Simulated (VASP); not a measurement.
H6C2O, 36 atoms in the cell. The cell holds an amorphous packing of atoms, 36 atoms: a = 7.294 Å, b = 7.294 Å, c = 7.294 Å, α = 90.00°, β = 90.00°, γ = 90.00°. 

```yaml
Program: VASP 6.6.1
Task: single point
Functional: PBE
Potentials_or_basis: VASP PAW PBE potentials, release 64 (C, O, H)
Cutoff: 520 eV
k_mesh: 1 × 1 × 1
Occupations: fermi-dirac, width 0.02 eV
Spin: no spin polarisation
Dipole_correction: no
Further_INCAR_settings: LREAL = Auto; ALGO = Normal; EDIFF = 1e-06; NBANDS = 64
```

Potentials or basis: VASP PAW PBE potentials, release 64 (C, O, H).

Launch:

```sh
$ cat potpaw_PBE.64/C/POTCAR potpaw_PBE.64/O/POTCAR potpaw_PBE.64/H/POTCAR > POTCAR
$ mpirun -np 1 vasp_gam > vasp.out
```

Hardware: 1 thread of AMD EPYC 7R13 Processor (Zen 3), with other jobs on the host.

Problem. How long does it take, and how much memory?

Solution. Wall time 53 s on 1 thread of AMD EPYC 7R13 Processor (Zen 3), on a shared host, peak memory 0.32 GiB. Counts: scf iterations 17, k points 1.
